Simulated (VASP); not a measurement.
# Y (P6_3/mmc) in VASP: further runs

The runs below take Y through single point, with r2SCAN.

All numbers are computed with VASP 6.6.1; they aren't measurements. Logs are shortened: lines on timing, memory, paths and dates and some standing lists are left out, and cuts for length are marked.

### Step 1. The cell of the first run

It takes space group P6_3/mmc (No. 194, hexagonal). Conventional cell: a = 3.688 Å, b = 3.688 Å, c = 11.782 Å, α = 90.00°, β = 90.00°, γ = 120.00°. Within 4.8 Å of Y (site symmetry -3m) lie 12 Y at 3.63 to 3.69 Å. Y (site symmetry -6m2) has 12 Y at 3.63 to 3.69 Å within 4.8 Å.

### Step 2. Single point, r2SCAN (34.70 Å³/atom)

File POSCAR:

```
Y
1.0
    3.6880823409      0.0000000000      0.0000000000
   -1.8440411704      3.1939729984      0.0000000000
    0.0000000000      0.0000000000     11.7824804956
Y
4
Direct
    0.0000000000      0.0000000000      1.0000000000
    0.0000000000      1.0000000000      0.5000000000
    0.3333333333      0.6666666667      0.2500000000
    0.6666666667      0.3333333333      0.7500000000
```

File INCAR.step1:

```
  PREC = Accurate
  ENCUT = 520
  ISMEAR = -1
  SIGMA = 0.1
  LREAL = F
  LASPH = T
  NELM = 60
  NBANDS = 30
  GGA = PE
  ALGO = Normal
  EDIFF = 1E-4
  LWAVE = T
  LCHARG = F
```

File INCAR.step2:

```
  PREC = Accurate
  ENCUT = 520
  EDIFF = 1E-7
  ISMEAR = -1
  SIGMA = 0.1
  LREAL = F
  LASPH = T
  NELM = 60
  ALGO = Normal
  ISIF = 2
  LWAVE = F
  LCHARG = T
  METAGGA = R2SCAN
  LMIXTAU = T
  LELF = T
  LVHAR = T
  NBANDS = 30
  ISTART = 1
```

File KPOINTS:

```
Automatic mesh
0
Gamma
  11 11 3
```

Potentials or basis: VASP PAW PBE potentials, release 64 (Y_sv).

The run is started by

```bash
cat potpaw_PBE.64/Y_sv/POTCAR > POTCAR
cp INCAR.step1 INCAR
mpirun -np 1 vasp_std > vasp.out
cp INCAR.step2 INCAR
mpirun -np 1 vasp_std > vasp.out
```

OUTCAR:

```text
PREC = Accurate
   ENCUT = 520
   EDIFF = 1E-7
   ISMEAR = -1
   LREAL = F
   LASPH = T
   NELM = 60
   ISIF = 2
   METAGGA = R2SCAN
   ISTART = 1

 ion  position               nearest neighbor table
   1  0.000  0.000  0.000-   3 3.63   4 3.63   3 3.63   4 3.63   4 3.63   3 3.63
   2  0.000  0.000  0.500-   3 3.63   4 3.63   3 3.63   4 3.63   4 3.63   3 3.63
   3  0.333  0.667  0.250-   1 3.63   2 3.63   1 3.63   2 3.63   1 3.63   2 3.63
   4  0.667  0.333  0.750-   1 3.63   2 3.63   1 3.63   2 3.63   1 3.63   2 3.63

  LATTYP: Found a hexagonal cell.
 ALAT       =     3.6880823409
 C/A-ratio  =     3.1947444245

  Lattice vectors:

 A1 = (   3.6880823409,   0.0000000000,   0.0000000000)
 A2 = (  -1.8440411704,   3.1939729984,   0.0000000000)
 A3 = (   0.0000000000,   0.0000000000,  11.7824804956)

Analysis of symmetry for initial positions (statically):
=====================================================================
 Subroutine PRICEL returns:
 Original cell was already a primitive cell.

 Routine SETGRP: Setting up the symmetry group for a
 hexagonal supercell.

 Subroutine GETGRP returns: Found 24 space group operations
 (whereof 12 operations were pure point group operations)
 out of a pool of 24 trial point group operations.

The static configuration has the point symmetry D_3d.
 The point group associated with its full space group is D_6h.

Analysis of symmetry for dynamics (positions and initial velocities):
=====================================================================
 Subroutine PRICEL returns:
 Original cell was already a primitive cell.

 Routine SETGRP: Setting up the symmetry group for a
 hexagonal supercell.

 Subroutine GETGRP returns: Found 24 space group operations
 (whereof 12 operations were pure point group operations)
 out of a pool of 24 trial point group operations.

The dynamic configuration has the point symmetry D_3d.
 The point group associated with its full space group is D_6h.

 Subroutine INISYM returns: Found 24 space group operations
 (whereof 12 operations are pure point group operations),
 and found     1 'primitive' translations

----------------------------------------------------------------------------------------

                                     Primitive cell

  volume of cell :     138.7933

  direct lattice vectors                    reciprocal lattice vectors
     3.688082341  0.000000000  0.000000000     0.271143621  0.156544843  0.000000000
    -1.844041170  3.193972998  0.000000000     0.000000000  0.313089685  0.000000000
     0.000000000  0.000000000 11.782480496     0.000000000  0.000000000  0.084871772

  length of vectors
     3.688082341  3.688082341 11.782480496     0.313089685  0.313089685  0.084871772

  position of ions in fractional coordinates (direct lattice)
     0.000000000  0.000000000  0.000000000
     0.000000000  0.000000000  0.500000000
     0.333333333  0.666666667  0.250000000
     0.666666667  0.333333333  0.750000000

  ion indices of the primitive-cell ions
   primitive index   ion index
                 1           1
                 2           2
                 3           3
                 4           4

----------------------------------------------------------------------------------------

 KPOINTS: Automatic mesh

Automatic generation of k-mesh.
 Grid dimensions read from file:
 generate k-points for:   11   11    3

 Generating k-lattice:

  Cartesian coordinates                     Fractional coordinates (reciprocal lattice)
     0.024649420  0.014231349  0.000000000     0.090909091 -0.000000000  0.000000000
     0.000000000  0.028462699  0.000000000     0.000000000  0.090909091  0.000000000
     0.000000000  0.000000000  0.028290591     0.000000000  0.000000000  0.333333333

  Length of vectors
     0.028462699  0.028462699  0.028290591

  Shift w.r.t. Gamma in fractional coordinates (k-lattice)
     0.000000000  0.000000000  0.000000000

 Subroutine IBZKPT returns following result:
 ===========================================

 Found     32 irreducible k-points:

 Following reciprocal coordinates:
            Coordinates               Weight
  0.000000  0.000000  0.000000      1.000000
  0.090909  0.000000  0.000000      6.000000
  0.181818  0.000000  0.000000      6.000000
  0.272727  0.000000  0.000000      6.000000
  0.363636  0.000000  0.000000      6.000000
  0.454545  0.000000  0.000000      6.000000
[... 16 lines left out ...]
  0.090909  0.090909  0.333333     12.000000
  0.181818  0.090909  0.333333     24.000000
 [... further k-points ...]
   k-points           NKPTS =     32   k-points in BZ     NKDIM =     32   number of bands    NBANDS=     30
   number of dos      NEDOS =    301   number of ions     NIONS =      4
   total plane-waves  NPLWV =  70560
   dimension x,y,z NGX =    28 NGY =   28 NGZ =   90
   dimension x,y,z NGXF=    56 NGYF=   56 NGZF=  180
   ions per type =               4
   NGX,Y,Z   is equivalent  to a cutoff of  12.62, 12.62, 12.70 a.u.
   NGXF,Y,Z  is equivalent  to a cutoff of  25.24, 25.24, 25.40 a.u.
 SYSTEM =  unknown system
   PREC   = accura    normal or accurate (medium, high low for compatibility)
   ISTART =      1    job   : 0-new  1-cont  2-samecut
   ICHARG =      0    charge: 1-file 2-atom 10-const
   ISPIN  =      1    spin polarized calculation?
   LNONCOLLINEAR =      F non collinear calculations
   LSORBIT =      F    spin-orbit coupling
   LASPH  =      T    aspherical Exc in radial PAW
   ENCUT  =  520.0 eV  38.22 Ry    6.18 a.u.   6.86  6.86 21.91*2*pi/ulx,y,z
   NELM   =     60;   NELMIN=  2; NELMDL=  0     # of ELM steps
   EDIFF  = 0.1E-06   stopping-criterion for ELM
   LREAL  =      F    real-space projection
   EDIFFG = 0.1E-05   stopping-criterion for IOM
   NSW    =      0    number of steps for IOM
   IBRION =     -1    ionic relax: 0-MD 1-quasi-New 2-CG
   NFREE  =      0    steps in history (QN), initial steepest desc. (CG)
   ISIF   =      2    stress and relaxation
   ISYM   =      2    0-nonsym 1-usesym 2-fastsym
   POTIM  = 0.5000    time-step for ionic-motion
   TEBEG  =    0.0;   TEEND  =   0.0 temperature during run
   PSTRESS=    0.0 pullay stress
   NELECT =      44.0000    total number of electrons
   NUPDOWN=      -1.0000    fix difference up-down
   EMIN   =  10.00;   EMAX   =-10.00  energy-range for DOS
   EFERMI =   0.00;   METHOD = LEGACY
   ISMEAR =    -1;   SIGMA  =   0.10  broadening in eV -4-tet -1-fermi 0-gaus
   EFERMI_NEDOS =   21; number of points for ismear=-14 and -15
   IALGO  =     38    algorithm
   IMIX   =      4    mixing-type and parameters
     AMIX     =   0.40;   BMIX     =  1.00
     AMIX_MAG =   1.60;   BMIX_MAG =  1.00
  volume/ion in A,a.u.               =      34.70       234.16
  Fermi-wavevector in a.u.,A,eV,Ry     =   1.116271  2.109446 16.953680  1.246060
  Thomas-Fermi vector in A             =   2.252883
   LORBIT       =      0    0 simple, 1 ext, 2 COOP (PROOUT), +10 PAW based schemes
   METAGGA = R2SCAN    functional components
   LHFCALC =     F    Hartree Fock is set to
   AEXX    =    0.0000 exact exchange contribution
   IVDW    =     0    specifies the selected vdW correction
   LEPSILON=     F    determine dielectric tensor
   LRPA    =     F    only Hartree local field effects (RPA)
 non-spin polarized calculation
  energy-cutoff  :      520.00
  volume of cell :      138.79
 maximum number of plane-waves:      3753
 NGX is ok and might be reduce to    28
   NGX = 13   NGY = 13   NGZ = 43

 number of electron      44.0000000 magnetization

 Free energy of the ion-electron system (eV)
  ---------------------------------------------------
  ext. energy  EPLUGINS =         0.00000000
  ---------------------------------------------------
  free energy    TOTEN  =       -81.08777762 eV

  energy without entropy =      -80.85126577  energy(sigma->0) =      -80.96952170

 E-fermi :   2.7974     XC(G=0):  -9.8477

 val. band max:        2.7908888919   @ k =   0.2727   0.0000   0.3333
 cond. band min:       2.8093187832   @ k =   0.1818   0.1818   0.3333
 fundamental gap:      0.0184298913
 Fermi energy:         2.7973968317

 k-point     1 :       0.0000    0.0000    0.0000
  band No.  band energies     occupation
      1     -41.5398      2.00000
      2     -41.5154      2.00000
      3     -41.5046      2.00000
      4     -41.4801      2.00000
      5     -21.1071      2.00000
      6     -20.8728      2.00000
[... 22 lines left out ...]
     29       5.0246      0.00000
     30       5.0246      0.00000

 k-point     2 :       0.0909    0.0000    0.0000
  band No.  band energies     occupation
      1     -41.5362      2.00000
      2     -41.5129      2.00000
      3     -41.5021      2.00000
      4     -41.4786      2.00000
      5     -21.0943      2.00000
      6     -20.8772      2.00000
[... 22 lines left out ...]
     29       5.0921      0.00000
     30       5.1686      0.00000

 k-point     3 :       0.1818    0.0000    0.0000
  band No.  band energies     occupation
      1     -41.5263      2.00000
      2     -41.5060      2.00000
      3     -41.4951      2.00000
      4     -41.4747      2.00000
      5     -21.0583      2.00000
      6     -20.8979      2.00000
[... 22 lines left out ...]
     29       5.1025      0.00000
     30       5.3468      0.00000

 k-point     4 :       0.2727    0.0000    0.0000
  band No.  band energies     occupation
      1     -41.5127      2.00000
      2     -41.4970      2.00000
      3     -41.4861      2.00000
      4     -41.4702      2.00000
      5     -21.0110      2.00000
      6     -20.9486      2.00000
[... 22 lines left out ...]
     29       4.9308      0.00000
     30       5.5185      0.00000

 k-point     5 :       0.3636    0.0000    0.0000
  band No.  band energies     occupation
      1     -41.4991      2.00000
      2     -41.4887      2.00000
      3     -41.4777      2.00000
      4     -41.4672      2.00000
      5     -21.0282      2.00000
      6     -21.0242      2.00000
[... 22 lines left out ...]
     29       4.7634      0.00000
     30       5.7476      0.00000
[... 526 lines left out ...]
     29       4.8158      0.00000
     30       5.1796      0.00000

 k-point    22 :       0.4545    0.0000    0.3333
  band No.  band energies     occupation
      1     -41.4887      2.00000
      2     -41.4858      2.00000
      3     -41.4707      2.00000
      4     -41.4677      2.00000
      5     -21.0596      2.00000
      6     -21.0494      2.00000
[... 22 lines left out ...]
     29       4.6900      0.00000
     30       5.1060      0.00000

 k-point    23 :       0.0909    0.0909    0.3333
  band No.  band energies     occupation
      1     -41.5260      2.00000
      2     -41.5169      2.00000
      3     -41.4885      2.00000
      4     -41.4793      2.00000
      5     -21.0447      2.00000
      6     -20.9760      2.00000
[... 22 lines left out ...]
     29       5.0584      0.00000
     30       5.0737      0.00000

 k-point    24 :       0.1818    0.0909    0.3333
  band No.  band energies     occupation
      1     -41.5148      2.00000
      2     -41.5072      2.00000
      3     -41.4823      2.00000
      4     -41.4746      2.00000
      5     -21.0128      2.00000
      6     -20.9755      2.00000
[... 22 lines left out ...]
     29       5.1400      0.00000
     30       5.3304      0.00000

 [... further k-points ...]
[... 5 lines left out ...]
  --------------------------------------------------------------------------------------
  -------------------------------------------------------------------------------------
  Total       -1.1371518     -1.1371518     -1.1546990     -0.0000000     -0.0000000     -0.0000000
  in kB      -13.1268481    -13.1268481    -13.3294059     -0.0000000     -0.0000000     -0.0000000
  external PRESSURE =     -13.1943674 kB  Pullay stress =       0.0000000 kB

 VOLUME and BASIS-vectors are now :
 -----------------------------------------------------------------------------
  energy-cutoff  :      520.00
  volume of cell :      138.79
      direct lattice vectors                 reciprocal lattice vectors
     3.688082341  0.000000000  0.000000000     0.271143621  0.156544843  0.000000000
    -1.844041170  3.193972998  0.000000000     0.000000000  0.313089685  0.000000000
     0.000000000  0.000000000 11.782480496     0.000000000  0.000000000  0.084871772

 POSITION                                       TOTAL-FORCE (eV/Angst)
 -----------------------------------------------------------------------------------
      0.00000      0.00000      0.00000        -0.000000      0.000000     -0.000000
      0.00000      0.00000      5.89124         0.000000      0.000000     -0.000000
     -0.00000      2.12932      2.94562        -0.000000      0.000000      0.000000
      1.84404      1.06466      8.83686         0.000000      0.000000      0.000000
 -----------------------------------------------------------------------------------
    total drift:                                0.000000     -0.000000      0.000000

  FREE ENERGIE OF THE ION-ELECTRON SYSTEM (eV)
  ---------------------------------------------------
  free  energy   TOTEN  =       -81.0877776236 eV

  energy  without entropy=      -80.8512657685  energy(sigma->0) =      -80.96952170
```

Wall time 9.5 min (1 thread of Intel Xeon Platinum 8488C (Sapphire Rapids), shared host); peak memory 0.34 GiB.

What came out:

- Free energy: -81.0878 eV
- Pressure: -1.3 GPa
- Band gap on the k mesh: zero (bands 22 and 23 overlap by 1.17 eV)

Caveat: the PAW data sets were made with another functional, which shifts forces and pressure a little.

### Step 3. Single point, r2SCAN (36.03 Å³/atom)

This run uses another cell than the first one, of 36.03 Å³/atom.

File POSCAR:

```
Y
1.0
    3.7347718839      0.0000000000      0.0000000000
   -1.8673859420      3.2344073288      0.0000000000
    0.0000000000      0.0000000000     11.9316416530
Y
4
Direct
    0.0000000000      0.0000000000      1.0000000000
    0.0000000000      1.0000000000      0.5000000000
    0.3333333333      0.6666666667      0.2500000000
    0.6666666667      0.3333333333      0.7500000000
```

File INCAR.step1:

```
SYSTEM = Y
PREC     = Accurate       ! precision mode
ENCUT    = 520            ! plane-wave cutoff, eV
ISMEAR   = -1             ! smearing method
SIGMA    = 0.1            ! smearing width, eV
LREAL    = .FALSE.        ! projectors in reciprocal space
LASPH    = .TRUE.         ! aspherical terms in the spheres
NELM     = 100            ! most SCF steps
NBANDS   = 30             ! bands
GGA      = PE             ! functional
ALGO     = Normal         ! electronic algorithm
EDIFF    = 1E-4           ! SCF threshold, eV
LWAVE    = .TRUE.         ! write WAVECAR
LCHARG   = .FALSE.        ! write CHGCAR
```

File INCAR.step2:

```
SYSTEM = Y
PREC     = Accurate       ! precision mode
ENCUT    = 520            ! plane-wave cutoff, eV
EDIFF    = 1E-6           ! SCF threshold, eV
ISMEAR   = -1             ! smearing method
SIGMA    = 0.1            ! smearing width, eV
LREAL    = .FALSE.        ! projectors in reciprocal space
LASPH    = .TRUE.         ! aspherical terms in the spheres
NELM     = 100            ! most SCF steps
ALGO     = Normal         ! electronic algorithm
ISIF     = 2              ! what is computed and relaxed
LWAVE    = .FALSE.        ! write WAVECAR
LCHARG   = .FALSE.        ! write CHGCAR
METAGGA  = R2SCAN         ! meta-GGA
LMIXTAU  = .TRUE.       
NBANDS   = 30             ! bands
ISTART   = 1
```

File KPOINTS:

```
Automatic mesh
0
G
  11 11 3
  0 0 0
```

Potentials or basis: VASP PAW PBE potentials, release 64 (Y_sv).

The run is started by

```bash
cat potpaw_PBE.64/Y_sv/POTCAR > POTCAR
cp INCAR.step1 INCAR
mpirun -np 1 vasp_std > vasp.out
cp INCAR.step2 INCAR
mpirun -np 1 vasp_std > vasp.out
```

Run time: 8.9 min. Hardware: 1 thread of Intel Xeon Platinum 8488C (Sapphire Rapids), shared host; peak memory 0.35 GiB.

Results (log left out):

```
Free energy            : -81.0239 eV
Pressure               : -2.5 GPa
Band gap on the k mesh : zero (bands 22 and 23 overlap by 1.15 eV)
```

Levels at points of the mesh, in eV from the Fermi level:
```tsv
k point	band 19	band 20	band 21	band 22	band 23	band 24	band 25	band 26
(0.00, 0.00, 0.00)	-3.44	-1.80	0.35	0.89	0.95	1.76	1.76	1.82
```

Caveat: the PAW data sets were made with another functional, which shifts forces and pressure a little.
